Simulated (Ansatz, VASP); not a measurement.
**C: VASP beside Ansatz**

```xyz
4
Lattice="-1.2328 2.1341 0.0000 -1.2328 0.0000 -3.3979 -3.6983 -2.1341 0.0000" Properties=species:S:1:pos:R:3 pbc="T T T"
C    -3.6985   -1.4226   -0.0540
C    -2.4655    0.7115    0.0540
C    -2.4656   -0.7115   -0.0196
C    -1.2327    1.4226    0.0196
```

Change from the starting cell: mode 4 frozen in at -0.017 Å and mode 6 at -0.037 Å (largest displacements).

Alike in both runs: task single point; functional PBE; dispersion D3(BJ); k mesh 14 × 10 × 8; occupations gaussian, width 0.03 eV; no spin polarisation.

```csv
,VASP,Ansatz
version,VASP 6.6.1,Ansatz 0.2.0
potentials or method,"VASP PAW PBE potentials, release 64 (C), cutoff 520 eV","scalar-relativistic, plane waves, PAW"
valence electrons in the cell,16,16
```

Ansatz gave:

- gap on the k mesh at the Fermi level (eV): 0.46
- least direct gap on the mesh (eV): 0.57
- pressure (GPa): -0.5
- traceless stress, the component that is largest in VASP (GPa): 0.05
- rms of the force components (eV/Å): 0.389

Question: Which values does VASP return?

Answer: gap on the k mesh at the Fermi level (eV): 0.46; least direct gap on the mesh (eV): 0.57; pressure (GPa): 0.0; traceless stress, the component that is largest in VASP (GPa): -0.48; rms of the force components (eV/Å): 0.387.

Atom by atom the forces differ by 0.002 eV/Å (rms over components).
